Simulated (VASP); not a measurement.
# NbCr3 (Fm-3m) in VASP: notebook

Runs on NbCr3. Level: LDA. Tasks: single point, relaxation of cell and atoms.

All numbers are computed with VASP 6.6.1; they aren't measurements. Logs are shortened: lines on timing, memory, paths and dates and some standing lists are left out, and cuts for length are marked.

### 1 The cell of the first run

The structure is cubic, space group Fm-3m (No. 225). Conventional cell: a = 5.830 Å, b = 5.830 Å, c = 5.830 Å, α = 90.00°, β = 90.00°, γ = 90.00°. Nb (site symmetry m-3m) has 14 Cr at 2.52 to 2.91 Å within 3.3 Å. Within 3.3 Å of Cr (site symmetry -43m) lie 4 Nb at 2.52 Å and 10 Cr at 2.52 to 2.91 Å. Cr (site symmetry m-3m) has 8 Cr at 2.52 Å and 6 Nb at 2.91 Å within 3.3 Å.

### 2 Single point, LDA, collinear spin, ferromagnetic start

File INCAR:

```
ALGO = Normal
EDIFF = 1E-6
ENCUT = 500
GGA_COMPAT = F
ISIF = 2
ISMEAR = -1
ISPIN = 2
LASPH = T
LCHARG = F
LMAXMIX = 4
LORBIT = 11
LREAL = F
LWAVE = F
MAGMOM = 0 3 3 3
NBANDS = 36
NELM = 200
PREC = Accurate
SIGMA = 0.05
```

File KPOINTS:

```
k-points
0
Gamma
  7 7 7
```

File POSCAR:

```
NbCr3
1.0
    0.0000000000      2.9147944594      2.9147944594
    2.9147944594      0.0000000000      2.9147944594
    2.9147944594      2.9147944594      0.0000000000
Nb Cr
1 3
Direct
    0.0000000000      0.0000000000      0.0000000000
    0.7500000000      0.7500000000      0.7500000000
    0.2500000000      0.2500000000      0.2500000000
    0.5000000000      0.5000000000      0.5000000000
```

Potentials or basis: VASP PAW LDA potentials, release 64 (Nb_sv, Cr_pv).

Launch:

```
$ cat potpaw_LDA.64/Nb_sv/POTCAR potpaw_LDA.64/Cr_pv/POTCAR > POTCAR
$ mpirun -np 1 vasp_std > vasp.out
```

OUTCAR:

```text
EDIFF = 1E-6
   ENCUT = 500
   ISIF = 2
   ISMEAR = -1
   ISPIN = 2
   LASPH = T
   LORBIT = 11
   LREAL = F
   NELM = 200
   PREC = Accurate

 ion  position               nearest neighbor table
   1  0.000  0.000  0.000-   2 2.52   3 2.52   2 2.52   2 2.52   2 2.52   3 2.52   3 2.52   3 2.52
                             4 2.91   4 2.91   4 2.91   4 2.91   4 2.91   4 2.91
   2  0.750  0.750  0.750-   1 2.52   4 2.52   4 2.52   4 2.52   4 2.52   1 2.52   1 2.52   1 2.52
                             3 2.91   3 2.91   3 2.91   3 2.91   3 2.91   3 2.91
   3  0.250  0.250  0.250-   1 2.52   4 2.52   1 2.52   1 2.52   1 2.52   4 2.52   4 2.52   4 2.52
                             2 2.91   2 2.91   2 2.91   2 2.91   2 2.91   2 2.91
   4  0.500  0.500  0.500-   2 2.52   3 2.52   3 2.52   3 2.52   3 2.52   2 2.52   2 2.52   2 2.52
                             1 2.91   1 2.91   1 2.91   1 2.91   1 2.91   1 2.91

  LATTYP: Found a face centered cubic cell.
 ALAT       =     5.8295889188

  Lattice vectors:

 A1 = (   0.0000000000,   2.9147944594,   2.9147944594)
 A2 = (   2.9147944594,   0.0000000000,   2.9147944594)
 A3 = (   2.9147944594,   2.9147944594,   0.0000000000)

Analysis of symmetry for initial positions (statically):
=====================================================================
 Subroutine PRICEL returns:
 Original cell was already a primitive cell.

 Routine SETGRP: Setting up the symmetry group for a
 face centered cubic supercell.

 Subroutine GETGRP returns: Found 48 space group operations
 (whereof 48 operations were pure point group operations)
 out of a pool of 48 trial point group operations.

The static configuration has the point symmetry O_h .

Analysis of symmetry for dynamics (positions and initial velocities):
=====================================================================
 Subroutine PRICEL returns:
 Original cell was already a primitive cell.

 Routine SETGRP: Setting up the symmetry group for a
 face centered cubic supercell.

 Subroutine GETGRP returns: Found 48 space group operations
 (whereof 48 operations were pure point group operations)
 out of a pool of 48 trial point group operations.

The dynamic configuration has the point symmetry O_h .

Analysis of structural, dynamic, and magnetic symmetry:
=====================================================================
 Subroutine PRICEL returns:
 Original cell was already a primitive cell.

 Routine SETGRP: Setting up the symmetry group for a
 face centered cubic supercell.

 Subroutine GETGRP returns: Found 48 space group operations
 (whereof 48 operations were pure point group operations)
 out of a pool of 48 trial point group operations.

The overall configuration has the point symmetry O_h .

 Subroutine INISYM returns: Found 48 space group operations
 (whereof 48 operations are pure point group operations),
 and found     1 'primitive' translations

----------------------------------------------------------------------------------------

                                     Primitive cell

  volume of cell :      49.5283

  direct lattice vectors                    reciprocal lattice vectors
     0.000000000  2.914794459  2.914794459    -0.171538682  0.171538682  0.171538682
     2.914794459  0.000000000  2.914794459     0.171538682 -0.171538682  0.171538682
     2.914794459  2.914794459  0.000000000     0.171538682  0.171538682 -0.171538682

  length of vectors
     4.122141856  4.122141856  4.122141856     0.297113713  0.297113713  0.297113713

  position of ions in fractional coordinates (direct lattice)
     0.000000000  0.000000000  0.000000000
     0.750000000  0.750000000  0.750000000
     0.250000000  0.250000000  0.250000000
     0.500000000  0.500000000  0.500000000

  ion indices of the primitive-cell ions
   primitive index   ion index
                 1           1
                 2           2
                 3           3
                 4           4

----------------------------------------------------------------------------------------

 KPOINTS: k-points

Automatic generation of k-mesh.
 Grid dimensions read from file:
 generate k-points for:    7    7    7

 Generating k-lattice:

  Cartesian coordinates                     Fractional coordinates (reciprocal lattice)
    -0.024505526  0.024505526  0.024505526     0.142857143  0.000000000  0.000000000
     0.024505526 -0.024505526  0.024505526     0.000000000  0.142857143  0.000000000
     0.024505526  0.024505526 -0.024505526     0.000000000  0.000000000  0.142857143

  Length of vectors
     0.042444816  0.042444816  0.042444816

  Shift w.r.t. Gamma in fractional coordinates (k-lattice)
     0.000000000  0.000000000  0.000000000

 Subroutine IBZKPT returns following result:
 ===========================================

 Found     20 irreducible k-points:

 Following reciprocal coordinates:
            Coordinates               Weight
  0.000000  0.000000  0.000000      1.000000
  0.142857  0.000000  0.000000      8.000000
  0.285714  0.000000  0.000000      8.000000
  0.428571  0.000000  0.000000      8.000000
  0.142857  0.142857  0.000000      6.000000
  0.285714  0.142857  0.000000     24.000000
[... 12 lines left out ...]
 -0.428571  0.428571  0.142857     24.000000
 -0.285714  0.428571  0.142857     24.000000
   k-points           NKPTS =     20   k-points in BZ     NKDIM =     20   number of bands    NBANDS=     36
   number of dos      NEDOS =    301   number of ions     NIONS =      4
   total plane-waves  NPLWV =  27000
   dimension x,y,z NGX =    30 NGY =   30 NGZ =   30
   dimension x,y,z NGXF=    60 NGYF=   60 NGZF=   60
   ions per type =               1   3
   NGX,Y,Z   is equivalent  to a cutoff of  12.10, 12.10, 12.10 a.u.
   NGXF,Y,Z  is equivalent  to a cutoff of  24.20, 24.20, 24.20 a.u.
 SYSTEM =  unknown system
   PREC   = accura    normal or accurate (medium, high low for compatibility)
   ISTART =      0    job   : 0-new  1-cont  2-samecut
   ICHARG =      2    charge: 1-file 2-atom 10-const
   ISPIN  =      2    spin polarized calculation?
   LNONCOLLINEAR =      F non collinear calculations
   LSORBIT =      F    spin-orbit coupling
   LASPH  =      T    aspherical Exc in radial PAW
   ENCUT  =  500.0 eV  36.75 Ry    6.06 a.u.   7.52  7.52  7.52*2*pi/ulx,y,z
   NELM   =    200;   NELMIN=  2; NELMDL= -5     # of ELM steps
   EDIFF  = 0.1E-05   stopping-criterion for ELM
   LREAL  =      F    real-space projection
   EDIFFG = 0.1E-04   stopping-criterion for IOM
   NSW    =      0    number of steps for IOM
   IBRION =     -1    ionic relax: 0-MD 1-quasi-New 2-CG
   NFREE  =      0    steps in history (QN), initial steepest desc. (CG)
   ISIF   =      2    stress and relaxation
   ISYM   =      2    0-nonsym 1-usesym 2-fastsym
   POTIM  = 0.5000    time-step for ionic-motion
   TEBEG  =    0.0;   TEEND  =   0.0 temperature during run
   PSTRESS=    0.0 pullay stress
   NELECT =      49.0000    total number of electrons
   NUPDOWN=      -1.0000    fix difference up-down
   EMIN   =  10.00;   EMAX   =-10.00  energy-range for DOS
   EFERMI =   0.00;   METHOD = LEGACY
   ISMEAR =    -1;   SIGMA  =   0.05  broadening in eV -4-tet -1-fermi 0-gaus
   EFERMI_NEDOS =   21; number of points for ismear=-14 and -15
   IALGO  =     38    algorithm
   IMIX   =      4    mixing-type and parameters
     AMIX     =   0.40;   BMIX     =  1.00
     AMIX_MAG =   1.60;   BMIX_MAG =  1.00
  volume/ion in A,a.u.               =      12.38        83.56
  Fermi-wavevector in a.u.,A,eV,Ry     =   1.631257  3.082628 36.205073  2.660998
  Thomas-Fermi vector in A             =   2.723423
   LORBIT       =     11    0 simple, 1 ext, 2 COOP (PROOUT), +10 PAW based schemes
   GGA     = CA    functional components
   LHFCALC =     F    Hartree Fock is set to
   AEXX    =    0.0000 exact exchange contribution
   IVDW    =     0    specifies the selected vdW correction
   LEPSILON=     F    determine dielectric tensor
   LRPA    =     F    only Hartree local field effects (RPA)
 spin polarized calculation
  energy-cutoff  :      500.00
  volume of cell :       49.53
 maximum number of plane-waves:      1275
 NGX is ok and might be reduce to    30
   NGX = 15   NGY = 15   NGZ = 15

 number of electron      48.9999977 magnetization       0.0007853

 Free energy of the ion-electron system (eV)
  ---------------------------------------------------
  ext. energy  EPLUGINS =         0.00000000
  ---------------------------------------------------
  free energy    TOTEN  =       -42.80692389 eV

  energy without entropy =      -42.78153477  energy(sigma->0) =      -42.79422933

 E-fermi :  11.6808     XC(G=0): -13.9161

 val. band max:       11.6744856230   @ k =   0.4286   0.2857   0.0000
 cond. band min:      11.6831926182   @ k =  -0.2857   0.1429   0.0000
 fundamental gap:      0.0087069951
 Fermi energy:        11.6807683619

 spin component 1

 k-point     1 :       0.0000    0.0000    0.0000
  band No.  band energies     occupation
      1     -42.2301      1.00000
      2     -30.9891      1.00000
      3     -30.9891      1.00000
      4     -30.9891      1.00000
      5     -30.7929      1.00000
      6     -30.7929      1.00000
[... 28 lines left out ...]
     35      17.1673      0.00000
     36      17.4620      0.00000

 k-point     2 :       0.1429    0.0000    0.0000
  band No.  band energies     occupation
      1     -42.2311      1.00000
      2     -31.0040      1.00000
      3     -31.0023      1.00000
      4     -31.0023      1.00000
      5     -30.7815      1.00000
      6     -30.7815      1.00000
[... 28 lines left out ...]
     35      17.2789      0.00000
     36      17.4620      0.00000
[... 661 lines left out ...]
     35      16.2315      0.00000
     36      16.2624      0.00000

 k-point    20 :      -0.2857    0.4286    0.1429
  band No.  band energies     occupation
      1     -42.2372      1.00000
      2     -31.1037      1.00000
      3     -31.0451      1.00000
      4     -30.9951      1.00000
      5     -30.8219      1.00000
      6     -30.6734      1.00000
[... 28 lines left out ...]
     35      15.7676      0.00000
     36      16.3027      0.00000
 Fermi energy:        11.6807683619

 spin component 2

 k-point     1 :       0.0000    0.0000    0.0000
  band No.  band energies     occupation
      1     -42.2303      1.00000
      2     -30.9903      1.00000
      3     -30.9903      1.00000
      4     -30.9903      1.00000
      5     -30.7913      1.00000
      6     -30.7913      1.00000
[... 28 lines left out ...]
     35      17.2069      0.00000
     36      17.4656      0.00000

 k-point     2 :       0.1429    0.0000    0.0000
  band No.  band energies     occupation
      1     -42.2313      1.00000
      2     -31.0051      1.00000
      3     -31.0034      1.00000
      4     -31.0034      1.00000
      5     -30.7800      1.00000
      6     -30.7800      1.00000
[... 28 lines left out ...]
     35      17.1904      0.00000
     36      17.4645      0.00000
[... 661 lines left out ...]
     35      16.2319      0.00000
     36      16.2623      0.00000

 k-point    20 :      -0.2857    0.4286    0.1429
  band No.  band energies     occupation
      1     -42.2373      1.00000
      2     -31.1043      1.00000
      3     -31.0459      1.00000
      4     -30.9963      1.00000
      5     -30.8204      1.00000
      6     -30.6719      1.00000
[... 28 lines left out ...]
     35      15.7682      0.00000
     36      16.3024      0.00000

------------------------ aborting loop because EDIFF is reached ----------------------------------------

  FORCE on cell =-STRESS in cart. coord.  units (eV):
  Direction    XX          YY          ZZ          XY          YZ          ZX
  --------------------------------------------------------------------------------------
  -------------------------------------------------------------------------------------
  Total       -0.0740842     -0.0740842     -0.0740842     -0.0000000     -0.0000000     -0.0000000
  in kB       -2.3965277     -2.3965277     -2.3965277     -0.0000000     -0.0000000     -0.0000000
  external PRESSURE =      -2.3965277 kB  Pullay stress =       0.0000000 kB

 VOLUME and BASIS-vectors are now :
 -----------------------------------------------------------------------------
  energy-cutoff  :      500.00
  volume of cell :       49.53
      direct lattice vectors                 reciprocal lattice vectors
     0.000000000  2.914794459  2.914794459    -0.171538682  0.171538682  0.171538682
     2.914794459  0.000000000  2.914794459     0.171538682 -0.171538682  0.171538682
     2.914794459  2.914794459  0.000000000     0.171538682  0.171538682 -0.171538682

 POSITION                                       TOTAL-FORCE (eV/Angst)
 -----------------------------------------------------------------------------------
      0.00000      0.00000      0.00000         0.000000      0.000000      0.000000
      4.37219      4.37219      4.37219        -0.000000     -0.000000     -0.000000
      1.45740      1.45740      1.45740         0.000000      0.000000      0.000000
      2.91479      2.91479      2.91479         0.000000      0.000000      0.000000
 -----------------------------------------------------------------------------------
    total drift:                                0.000000     -0.000000      0.000000

  FREE ENERGIE OF THE ION-ELECTRON SYSTEM (eV)
  ---------------------------------------------------
  free  energy   TOTEN  =       -42.8069238939 eV

  energy  without entropy=      -42.7815347701  energy(sigma->0) =      -42.79422933

 total charge

# of ion       s       p       d       tot
------------------------------------------
    1        2.263   6.044   2.677  10.984
    2        0.430   6.370   4.336  11.137
    3        0.430   6.370   4.336  11.137
    4        0.423   6.403   4.195  11.022
--------------------------------------------------
tot          3.546  25.188  15.545  44.279

 magnetization (x)

# of ion       s       p       d       tot
------------------------------------------
    1        0.000   0.000  -0.000  -0.000
    2        0.000   0.000   0.001   0.001
    3        0.000   0.000   0.001   0.001
    4       -0.000  -0.000  -0.002  -0.002
--------------------------------------------------
tot          0.000   0.000   0.001   0.001
```

It took 45 s on 1 thread of Intel Xeon 6975P-C (Granite Rapids), shared host; peak memory 0.19 GiB.

Results:

| Property | Result |
| --- | --- |
| Free energy | -42.8069 eV |
| Pressure | -0.2 GPa |
| Net moment | 0.00 μB per cell |
| Valence electrons inside the program's atomic spheres | Nb 10.98; Cr 11.14, 11.02 (each value once) |

### 3 Relaxation of cell and atoms, LDA, collinear spin, ferromagnetic start

This run uses another cell than the first one, of 13.26 Å³/atom.

File INCAR:

```
PREC = Accurate
ENCUT = 500
EDIFF = 1E-7
ISMEAR = -1
SIGMA = 0.05
LREAL = False
LASPH = True
NELM = 200
ALGO = Normal
ISIF = 3
LWAVE = False
LCHARG = False
ISPIN = 2
MAGMOM = 0 3 3 3
LORBIT = 11
LMAXMIX = 4
GGA = CA
IBRION = 2
NSW = 60
EDIFFG = -0.01
GGA_COMPAT = False
NELMIN = 4
```

File KPOINTS:

```
regular mesh
0
Gamma
  7 7 7
```

File POSCAR:

```
NbCr3
1.0
    0.0000000000      2.9821470000      2.9821470000
    2.9821470000      0.0000000000      2.9821470000
    2.9821470000      2.9821470000      0.0000000000
Nb Cr
1 3
Direct
    0.0000000000      0.0000000000      0.0000000000
    0.7500000000      0.7500000000      0.7500000000
    0.2500000000      0.2500000000      0.2500000000
    0.5000000000      0.5000000000      0.5000000000
```

Potentials or basis: VASP PAW LDA potentials, release 64 (Nb_sv, Cr_pv).

Launch:

```
$ cat potpaw_LDA.64/Nb_sv/POTCAR potpaw_LDA.64/Cr_pv/POTCAR > POTCAR
$ mpirun -np 1 vasp_std > vasp.out
```

Wall time 2 min (1 thread of Intel Xeon 6975P-C (Granite Rapids), shared host); peak memory 0.2 GiB.

It converged, with:

```yaml
Free_energy: -42.8102 eV
Relaxed_volume: 12.38 Å³/atom
Relaxed_cell: a = 4.122 Å, b = 4.122 Å, c = 4.122 Å, α = 60.00°, β = 60.00°, γ = 60.00°
Space_group_after_relaxing_to_0.1_Å: Fm-3m (No. 225)
Energy_gained_by_relaxing: 45.1 meV/atom
Ionic_steps: 4
Pressure_after_relaxing: -0.1 GPa
Net_moment: 0.00 μB per cell
Valence_electrons_inside_the_program's_atomic_spheres: Nb 10.98; Cr 11.14, 11.02 (each value once)
```

The path:
| step | energy change (eV) | largest force (eV/Å) | pressure (GPa) | volume (Å³) |
| --- | --- | --- | --- | --- |
| 1 | 0.0000 | 0.0000 | -15.50 | 53.04 |
| 2 | 0.4739 | 0.0000 | 40.40 | 43.79 |
| 3 | -0.1802 | 0.0000 | -0.72 | 49.66 |
| 4 | -0.1805 | 0.0000 | -0.10 | 49.53 |

Final structure:
```cif
data_structure
_symmetry_space_group_name_H-M 'P 1'
_symmetry_Int_Tables_number 1
_cell_length_a 4.1223
_cell_length_b 4.1223
_cell_length_c 4.1223
_cell_angle_alpha 60.000
_cell_angle_beta 60.000
_cell_angle_gamma 60.000
_cell_volume 49.53
loop_
_atom_site_label
_atom_site_type_symbol
_atom_site_fract_x
_atom_site_fract_y
_atom_site_fract_z
_atom_site_occupancy
Nb1 Nb 0.00000 0.00000 0.00000 1
Cr1 Cr 0.75000 0.75000 0.75000 1
Cr2 Cr 0.25000 0.25000 0.25000 1
Cr3 Cr 0.50000 0.50000 0.50000 1
```

Levels at points of the mesh, in eV from the Fermi level:
Spin up:
| k point | band 21 | band 22 | band 23 | band 24 | band 25 | band 26 | band 27 | band 28 |
| --- | --- | --- | --- | --- | --- | --- | --- | --- |
| (0.00, 0.00, 0.00) | -1.59 | -1.59 | -0.60 | -0.60 | -0.60 | 1.23 | 1.23 | 1.57 |
Spin down:
| k point | band 21 | band 22 | band 23 | band 24 | band 25 | band 26 | band 27 | band 28 |
| --- | --- | --- | --- | --- | --- | --- | --- | --- |
| (0.00, 0.00, 0.00) | -1.59 | -1.59 | -0.60 | -0.60 | -0.60 | 1.23 | 1.23 | 1.57 |
